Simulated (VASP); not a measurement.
# GaAs (base): relaxation of cell and atoms with LDA

The system is GaAs (base).

```
Ga As
1.0
     0.00000    2.80169    2.80169
     2.80169    0.00000    2.80169
     2.80169    2.80169    0.00000
Ga As
1 1
Direct
  0.00000 0.00000 0.00000
  0.75000 0.75000 0.75000
```

- Program: VASP 6.6.1
- Task: relaxation of cell and atoms
- Functional: LDA
- Potentials or basis: VASP PAW LDA potentials, release 64 (Ga_d, As)
- Cutoff: 600 eV
- k mesh: 12 × 12 × 12
- Occupations: gaussian, width 0.02 eV
- Spin: no spin polarisation
- Dipole correction: no
- Further INCAR settings: ALGO = Normal; EDIFF = 1e-06; IBRION = 2; EDIFFG = -0.002; NSW = 100; ISIF = 3

* Relaxed volume: 22.08 Å³/atom
* Relaxed cell: a = 3.967 Å, b = 3.967 Å, c = 3.967 Å, α = 60.00°, β = 60.00°, γ = 60.00°
* Space group after relaxing (to 0.05 Å): F-43m (No. 216)
* Energy gained by relaxing: 0.1 meV/atom
* Ionic steps: 3
* Pressure after relaxing: 0.0 GPa
* Band gap on the k mesh: 0.50 eV, direct

The path:
| step | energy change (eV) | largest force (eV/Å) | pressure (GPa) | volume (Å³) |
| --- | --- | --- | --- | --- |
| 1 | 0.0000 | 0.0000 | 0.29 | 43.98 |
| 2 | -0.0001 | 0.0000 | -0.19 | 44.24 |
| 3 | -0.0002 | 0.0000 | 0.01 | 44.16 |

Final structure:
```xyz
2
Lattice="0.0000 2.8054 2.8054 2.8054 0.0000 2.8054 2.8054 2.8054 0.0000" Properties=species:S:1:pos:R:3 pbc="T T T"
Ga    0.0000    0.0000    0.0000
As    4.2081    4.2081    4.2081
```

Levels at points of the mesh, in eV from the valence-band top:
```tsv
k point	band 7	band 8	band 9	band 10	band 11	band 12
(0.00, 0.00, 0.00)	0.00	0.00	0.00	0.50	3.68	3.68
(0.50, 0.00, 0.00)	-6.82	-1.18	-1.18	0.93	4.59	4.59
(0.50, 0.50, 0.00)	-6.98	-2.77	-2.77	1.30	1.54	10.23
```

Run time: 27 s on 1 thread of Intel(R) Xeon(R) 6975P-C (Granite Rapids), with other jobs on the host, peak memory 0.2 GiB.

A k mesh can miss the band edges.
